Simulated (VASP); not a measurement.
# TiO2 (P4_2/mnm) in VASP: a series of runs

TiO2 is run at these levels: r2SCAN; tasks: single point.

All numbers are computed with VASP 6.6.1; they aren't measurements. Logs are shortened: lines on timing, memory, paths and dates and some standing lists are left out, and cuts for length are marked.

### 1 The cell of the first run

It takes space group P4_2/mnm (No. 136, tetragonal). Conventional cell: a = 4.735 Å, b = 4.735 Å, c = 3.042 Å, α = 90.00°, β = 90.00°, γ = 90.00°. Within 2.6 Å of Ti (site symmetry mmm) lie 6 O at 1.99 to 2.07 Å. Within 2.6 Å of O (site symmetry m2m) lie 3 Ti at 1.99 to 2.07 Å and 1 O at 2.56 Å.

### 2 Single point, r2SCAN (strain +3.0%)

Contents of POSCAR:

```
TiO2
1.0
    4.7347590988      0.0000000000      0.0000000000
    0.0000000000      4.7347590988      0.0000000000
    0.0000000000      0.0000000000      3.0420960046
Ti O
2 4
Direct
    0.0000000000      0.0000000000      0.0000000000
    0.5000000000      0.5000000000      0.5000000000
    0.3085928419      0.3085928419      0.0000000000
    0.1914071581      0.8085928419      0.5000000000
    0.8085928419      0.1914071581      0.5000000000
    0.6914071581      0.6914071581      0.0000000000
```

Contents of INCAR.step1:

```
SYSTEM = TiO2
PREC     = Accurate       ! precision mode
ENCUT    = 520            ! plane-wave cutoff, eV
ISMEAR   = 0              ! smearing method
SIGMA    = 0.01           ! smearing width, eV
LREAL    = .False.        ! projectors in reciprocal space
LASPH    = .True.         ! aspherical terms in the spheres
NELM     = 100            ! most SCF steps
NBANDS   = 33             ! bands
GGA      = PE             ! functional
ALGO     = Normal         ! electronic algorithm
EDIFF    = 1E-4           ! SCF threshold, eV
LWAVE    = .True.         ! write WAVECAR
LCHARG   = .False.        ! write CHGCAR
```

Contents of INCAR.step2:

```
SYSTEM = TiO2
PREC     = Accurate       ! precision mode
ENCUT    = 520            ! plane-wave cutoff, eV
EDIFF    = 1E-6           ! SCF threshold, eV
ISMEAR   = 0              ! smearing method
SIGMA    = 0.01           ! smearing width, eV
LREAL    = .False.        ! projectors in reciprocal space
LASPH    = .True.         ! aspherical terms in the spheres
NELM     = 100            ! most SCF steps
ALGO     = Normal         ! electronic algorithm
ISIF     = 2              ! what is computed and relaxed
LWAVE    = .False.        ! write WAVECAR
LCHARG   = .False.        ! write CHGCAR
METAGGA  = R2SCAN         ! meta-GGA
LMIXTAU  = .True.       
NBANDS   = 33             ! bands
ISTART   = 1
```

Contents of KPOINTS:

```
Automatic mesh
0
Gamma
  6 6 8
  0 0 0
```

Potentials or basis: VASP PAW PBE potentials, release 64 (Ti_sv, O).

Launch:

```sh
$ cat potpaw_PBE.64/Ti_sv/POTCAR potpaw_PBE.64/O/POTCAR > POTCAR
$ cp INCAR.step1 INCAR
$ mpirun -np 1 vasp_std > vasp.out
$ cp INCAR.step2 INCAR
$ mpirun -np 1 vasp_std > vasp.out
```

OUTCAR:

```text
SYSTEM = TiO2
   PREC = Accurate
   ENCUT = 520
   EDIFF = 1E-6
   ISMEAR = 0
   LREAL = .False.
   LASPH = .True.
   NELM = 100
   ISIF = 2
   METAGGA = R2SCAN
   ISTART = 1

 ion  position               nearest neighbor table
   1  0.000  0.000  0.000-   4 1.99   5 1.99   4 1.99   5 1.99   3 2.07   6 2.07
   2  0.500  0.500  0.500-   3 1.99   6 1.99   3 1.99   6 1.99   5 2.07   4 2.07
   3  0.309  0.309  0.000-   2 1.99   2 1.99   1 2.07
   4  0.191  0.809  0.500-   1 1.99   1 1.99   2 2.07
   5  0.809  0.191  0.500-   1 1.99   1 1.99   2 2.07
   6  0.691  0.691  0.000-   2 1.99   2 1.99   1 2.07

  LATTYP: Found a simple tetragonal cell.
 ALAT       =     4.7347590988
 C/A-ratio  =     0.6425028056

  Lattice vectors:

 A1 = (   4.7347590988,   0.0000000000,   0.0000000000)
 A2 = (   0.0000000000,   4.7347590988,   0.0000000000)
 A3 = (   0.0000000000,   0.0000000000,   3.0420960046)

Analysis of symmetry for initial positions (statically):
=====================================================================
 Subroutine PRICEL returns:
 Original cell was already a primitive cell.

 Routine SETGRP: Setting up the symmetry group for a
 simple tetragonal supercell.

 Subroutine GETGRP returns: Found 16 space group operations
 (whereof  8 operations were pure point group operations)
 out of a pool of 16 trial point group operations.

The static configuration has the point symmetry D_2h.
 The point group associated with its full space group is D_4h.

Analysis of symmetry for dynamics (positions and initial velocities):
=====================================================================
 Subroutine PRICEL returns:
 Original cell was already a primitive cell.

 Routine SETGRP: Setting up the symmetry group for a
 simple tetragonal supercell.

 Subroutine GETGRP returns: Found 16 space group operations
 (whereof  8 operations were pure point group operations)
 out of a pool of 16 trial point group operations.

The dynamic configuration has the point symmetry D_2h.
 The point group associated with its full space group is D_4h.

 Subroutine INISYM returns: Found 16 space group operations
 (whereof  8 operations are pure point group operations),
 and found     1 'primitive' translations

----------------------------------------------------------------------------------------

                                     Primitive cell

  volume of cell :      68.1975

  direct lattice vectors                    reciprocal lattice vectors
     4.734759099  0.000000000  0.000000000     0.211203987  0.000000000  0.000000000
     0.000000000  4.734759099  0.000000000     0.000000000  0.211203987  0.000000000
     0.000000000  0.000000000  3.042096005     0.000000000  0.000000000  0.328720724

  length of vectors
     4.734759099  4.734759099  3.042096005     0.211203987  0.211203987  0.328720724

  position of ions in fractional coordinates (direct lattice)
     0.000000000  0.000000000  0.000000000
     0.500000000  0.500000000  0.500000000
     0.308592842  0.308592842  0.000000000
     0.191407158  0.808592842  0.500000000
     0.808592842  0.191407158  0.500000000
     0.691407158  0.691407158  0.000000000

  ion indices of the primitive-cell ions
   primitive index   ion index
                 1           1
                 2           2
                 3           3
                 4           4
                 5           5
                 6           6

----------------------------------------------------------------------------------------

 KPOINTS: Automatic mesh

Automatic generation of k-mesh.
 Grid dimensions read from file:
 generate k-points for:    6    6    8

 Generating k-lattice:

  Cartesian coordinates                     Fractional coordinates (reciprocal lattice)
     0.035200665  0.000000000  0.000000000     0.166666667  0.000000000  0.000000000
     0.000000000  0.035200665  0.000000000     0.000000000  0.166666667  0.000000000
     0.000000000  0.000000000  0.041090090     0.000000000  0.000000000  0.125000000

  Length of vectors
     0.035200665  0.035200665  0.041090090

  Shift w.r.t. Gamma in fractional coordinates (k-lattice)
     0.000000000  0.000000000  0.000000000

 Subroutine IBZKPT returns following result:
 ===========================================

 Found     50 irreducible k-points:

 Following reciprocal coordinates:
            Coordinates               Weight
  0.000000  0.000000  0.000000      1.000000
  0.166667  0.000000  0.000000      4.000000
  0.333333  0.000000  0.000000      4.000000
  0.500000  0.000000  0.000000      2.000000
  0.166667  0.166667  0.000000      4.000000
  0.333333  0.166667  0.000000      8.000000
[... 16 lines left out ...]
  0.333333  0.000000  0.250000      8.000000
  0.500000  0.000000  0.250000      4.000000
 [... further k-points ...]
   k-points           NKPTS =     50   k-points in BZ     NKDIM =     50   number of bands    NBANDS=     33
   number of dos      NEDOS =    301   number of ions     NIONS =      6
   total plane-waves  NPLWV =  31104
   dimension x,y,z NGX =    36 NGY =   36 NGZ =   24
   dimension x,y,z NGXF=    72 NGYF=   72 NGZF=   48
   ions per type =               2   4
   NGX,Y,Z   is equivalent  to a cutoff of  12.64, 12.64, 13.12 a.u.
   NGXF,Y,Z  is equivalent  to a cutoff of  25.28, 25.28, 26.23 a.u.
 SYSTEM =  TiO2
   PREC   = accura    normal or accurate (medium, high low for compatibility)
   ISTART =      1    job   : 0-new  1-cont  2-samecut
   ICHARG =      0    charge: 1-file 2-atom 10-const
   ISPIN  =      1    spin polarized calculation?
   LNONCOLLINEAR =      F non collinear calculations
   LSORBIT =      F    spin-orbit coupling
   LASPH  =      T    aspherical Exc in radial PAW
   ENCUT  =  520.0 eV  38.22 Ry    6.18 a.u.   8.80  8.80  5.66*2*pi/ulx,y,z
   NELM   =    100;   NELMIN=  2; NELMDL=  0     # of ELM steps
   EDIFF  = 0.1E-05   stopping-criterion for ELM
   LREAL  =      F    real-space projection
   EDIFFG = 0.1E-04   stopping-criterion for IOM
   NSW    =      0    number of steps for IOM
   IBRION =     -1    ionic relax: 0-MD 1-quasi-New 2-CG
   NFREE  =      0    steps in history (QN), initial steepest desc. (CG)
   ISIF   =      2    stress and relaxation
   ISYM   =      2    0-nonsym 1-usesym 2-fastsym
   POTIM  = 0.5000    time-step for ionic-motion
   TEBEG  =    0.0;   TEEND  =   0.0 temperature during run
   PSTRESS=    0.0 pullay stress
   NELECT =      48.0000    total number of electrons
   NUPDOWN=      -1.0000    fix difference up-down
   EMIN   =  10.00;   EMAX   =-10.00  energy-range for DOS
   EFERMI =   0.00;   METHOD = LEGACY
   ISMEAR =     0;   SIGMA  =   0.01  broadening in eV -4-tet -1-fermi 0-gaus
   EFERMI_NEDOS =   21; number of points for ismear=-14 and -15
   IALGO  =     38    algorithm
   IMIX   =      4    mixing-type and parameters
     AMIX     =   0.40;   BMIX     =  1.00
     AMIX_MAG =   1.60;   BMIX_MAG =  1.00
  volume/ion in A,a.u.               =      11.37        76.70
  Fermi-wavevector in a.u.,A,eV,Ry     =   1.456238  2.751891 28.852909  2.120629
  Thomas-Fermi vector in A             =   2.573179
   LORBIT       =      0    0 simple, 1 ext, 2 COOP (PROOUT), +10 PAW based schemes
   METAGGA = R2SCAN    functional components
   LHFCALC =     F    Hartree Fock is set to
   AEXX    =    0.0000 exact exchange contribution
   IVDW    =     0    specifies the selected vdW correction
   LEPSILON=     F    determine dielectric tensor
   LRPA    =     F    only Hartree local field effects (RPA)
 non-spin polarized calculation
 Gauss-broadening in eV      SIGMA  =   0.01
  energy-cutoff  :      520.00
  volume of cell :       68.20
 maximum number of plane-waves:      1867
 NGX is ok and might be reduce to    36
   NGX = 17   NGY = 17   NGZ = 11

 number of electron      47.9999996 magnetization

 Free energy of the ion-electron system (eV)
  ---------------------------------------------------
  ext. energy  EPLUGINS =         0.00000000
  ---------------------------------------------------
  free energy    TOTEN  =       -69.50064646 eV

  energy without entropy =      -69.50064646  energy(sigma->0) =      -69.50064646

 E-fermi :   3.7324     XC(G=0): -11.6457

 val. band max:        3.5898795980   @ k =   0.0000   0.0000   0.0000
 cond. band min:       5.7255398435   @ k =   0.0000   0.0000   0.0000
 fundamental gap:      2.1356602455
 Fermi energy:         3.7323850880

 k-point     1 :       0.0000    0.0000    0.0000
  band No.  band energies     occupation
      1     -55.7904      2.00000
      2     -55.7795      2.00000
      3     -30.9803      2.00000
      4     -30.9803      2.00000
      5     -30.8542      2.00000
      6     -30.8542      2.00000
[... 25 lines left out ...]
     32      10.0425      0.00000
     33      10.0425      0.00000

 k-point     2 :       0.1667    0.0000    0.0000
  band No.  band energies     occupation
      1     -55.7897      2.00000
      2     -55.7803      2.00000
      3     -30.9746      2.00000
      4     -30.9742      2.00000
      5     -30.8608      2.00000
      6     -30.8604      2.00000
[... 25 lines left out ...]
     32       9.9692      0.00000
     33       9.9839      0.00000

 k-point     3 :       0.3333    0.0000    0.0000
  band No.  band energies     occupation
      1     -55.7876      2.00000
      2     -55.7822      2.00000
      3     -30.9605      2.00000
      4     -30.9595      2.00000
      5     -30.8765      2.00000
      6     -30.8755      2.00000
[... 25 lines left out ...]
     32       9.8239      0.00000
     33       9.8520      0.00000

 k-point     4 :       0.5000    0.0000    0.0000
  band No.  band energies     occupation
      1     -55.7849      2.00000
      2     -55.7849      2.00000
      3     -30.9504      2.00000
      4     -30.9504      2.00000
      5     -30.8862      2.00000
      6     -30.8862      2.00000
[... 673 lines left out ...]
     32       9.0762      0.00000
     33       9.4264      0.00000

 k-point    23 :       0.3333    0.0000    0.2500
  band No.  band energies     occupation
      1     -55.7728      2.00000
      2     -55.7690      2.00000
      3     -30.9968      2.00000
      4     -30.9881      2.00000
      5     -30.9167      2.00000
      6     -30.9129      2.00000
[... 25 lines left out ...]
     32       8.6622      0.00000
     33       9.5430      0.00000

 k-point    24 :       0.5000    0.0000    0.2500
  band No.  band energies     occupation
      1     -55.7709      2.00000
      2     -55.7709      2.00000
      3     -30.9947      2.00000
      4     -30.9947      2.00000
      5     -30.9076      2.00000
      6     -30.9076      2.00000
[... 25 lines left out ...]
     32       8.4862      0.00000
     33       9.8876      0.00000

 [... further k-points ...]
[... 5 lines left out ...]
  --------------------------------------------------------------------------------------
  -------------------------------------------------------------------------------------
  Total       -6.1726244     -6.1726244     -8.4523507      0.0000000      0.0000000      0.0000000
  in kB     -145.0146048   -145.0146048   -198.5726360      0.0000000      0.0000000      0.0000000
  external PRESSURE =    -162.8672818 kB  Pullay stress =       0.0000000 kB

 VOLUME and BASIS-vectors are now :
 -----------------------------------------------------------------------------
  energy-cutoff  :      520.00
  volume of cell :       68.20
      direct lattice vectors                 reciprocal lattice vectors
     4.734759099  0.000000000  0.000000000     0.211203987  0.000000000  0.000000000
     0.000000000  4.734759099  0.000000000     0.000000000  0.211203987  0.000000000
     0.000000000  0.000000000  3.042096005     0.000000000  0.000000000  0.328720724

 POSITION                                       TOTAL-FORCE (eV/Angst)
 -----------------------------------------------------------------------------------
      0.00000      0.00000      0.00000         0.000000     -0.000000      0.000000
      2.36738      2.36738      1.52105         0.000000     -0.000000      0.000000
      1.46111      1.46111      0.00000        -0.028527     -0.028527      0.000000
      0.90627      3.82849      1.52105         0.028527     -0.028527      0.000000
      3.82849      0.90627      1.52105        -0.028527      0.028527      0.000000
      3.27365      3.27365      0.00000         0.028527      0.028527      0.000000
 -----------------------------------------------------------------------------------
    total drift:                                0.000000      0.000000      0.000000

  FREE ENERGIE OF THE ION-ELECTRON SYSTEM (eV)
  ---------------------------------------------------
  free  energy   TOTEN  =       -69.5006464607 eV

  energy  without entropy=      -69.5006464607  energy(sigma->0) =      -69.50064646
```

It took 5 min on 1 thread of Intel Xeon Platinum 8259CL at 2.50GHz (Skylake/Cascade Lake), shared host; peak memory 0.24 GiB.

Results:

```yaml
Free_energy: -69.5006 eV
Pressure: -16.3 GPa
Largest_force: 0.040 eV/Å
Band_gap_on_the_k_mesh: 2.14 eV
```

Forces on the atoms (eV/Å):
```
Ti   0.000  0.000  0.000
Ti   0.000  0.000  0.000
O   -0.029 -0.029  0.000
O    0.029 -0.029  0.000
O   -0.029  0.029  0.000
O    0.029  0.029  0.000
```

Stress tensor (GPa, compression positive):
```
-14.50   0.00   0.00
  0.00 -14.50   0.00
  0.00   0.00 -19.86
```

Caveat: the cell differs from its parent crystal (strain +3.0%); the cell stands under tension; the PAW data sets were made with another functional, which shifts forces and pressure a little. A k mesh can miss the band edges.

### 3 Single point, r2SCAN (strain +4.0%)

Contents of POSCAR:

```
TiO2
1.0
    4.7807276338      0.0000000000      0.0000000000
    0.0000000000      4.7807276338      0.0000000000
    0.0000000000      0.0000000000      3.0716309173
Ti O
2 4
Direct
    0.0000000000      0.0000000000      0.0000000000
    0.5000000000      0.5000000000      0.5000000000
    0.3102106028      0.3102106028      0.0000000000
    0.1897893972      0.8102106028      0.5000000000
    0.8102106028      0.1897893972      0.5000000000
    0.6897893972      0.6897893972      0.0000000000
```

Contents of INCAR.step1:

```
PREC = Accurate
ENCUT = 520
ISMEAR = 0
SIGMA = 0.01
LREAL = F
LASPH = T
NELM = 100
NBANDS = 33
GGA = PE
ALGO = Normal
EDIFF = 1E-4
LWAVE = T
LCHARG = F
```

Contents of INCAR.step2:

```
PREC = Accurate
ENCUT = 520
EDIFF = 1E-6
ISMEAR = 0
SIGMA = 0.01
LREAL = F
LASPH = T
NELM = 100
ALGO = Normal
ISIF = 2
LWAVE = F
LCHARG = T
METAGGA = R2SCAN
LMIXTAU = T
LELF = T
LVHAR = T
NBANDS = 33
ISTART = 1
```

Contents of KPOINTS:

```
regular mesh
0
Gamma
  6 6 8
```

Potentials or basis: VASP PAW PBE potentials, release 64 (Ti_sv, O).

Launch:

```sh
$ cat potpaw_PBE.64/Ti_sv/POTCAR potpaw_PBE.64/O/POTCAR > POTCAR
$ cp INCAR.step1 INCAR
$ mpirun -np 1 vasp_std > vasp.out
$ cp INCAR.step2 INCAR
$ mpirun -np 1 vasp_std > vasp.out
```

It took 5.4 min on 1 thread of Intel Xeon Platinum 8259CL at 2.50GHz (Skylake/Cascade Lake), shared host; peak memory 0.24 GiB.

The run converged. Its results:

```
Free energy            : -69.2711 eV
Pressure               : -20.5 GPa
Largest force          : 0.040 eV/Å
Band gap on the k mesh : 2.11 eV
```

Forces on the atoms (eV/Å):
```
Ti   0.000  0.000  0.000
Ti   0.000  0.000  0.000
O   -0.029 -0.029  0.000
O    0.029 -0.029  0.000
O   -0.029  0.029  0.000
O    0.029  0.029  0.000
```

Stress tensor (GPa, compression positive):
```
-17.95   0.00   0.00
  0.00 -17.95   0.00
  0.00   0.00 -25.51
```

Levels at points of the mesh, in eV from the valence-band top:
```
           k point  band 20  band 21  band 22  band 23  band 24  band 25  band 26  band 27  band 28  band 29
(0.00, 0.00, 0.00)    -1.87    -0.71    -0.35    -0.35     0.00     2.11     2.51     2.59     2.59     2.60
(0.50, 0.00, 0.00)    -2.65    -1.48    -1.48    -0.65    -0.65     2.72     2.72     2.95     2.95     3.51
(0.50, 0.50, 0.00)    -1.79    -1.26    -1.26    -0.87    -0.87     2.17     2.17     2.61     2.61     3.70
(0.00, 0.00, 0.50)    -2.51    -1.85    -1.85    -1.35    -1.35     2.87     2.87     3.11     3.11     3.66
(0.50, 0.00, 0.50)    -2.25    -1.84    -1.84    -0.85    -0.85     2.11     2.11     3.14     3.14     3.80
(0.50, 0.50, 0.50)    -2.49    -0.97    -0.97    -0.70    -0.70     2.60     2.60     3.16     3.16     3.33
```

Caveat: the cell differs from its parent crystal (strain +4.0%); the cell stands under tension; the PAW data sets were made with another functional, which shifts forces and pressure a little.
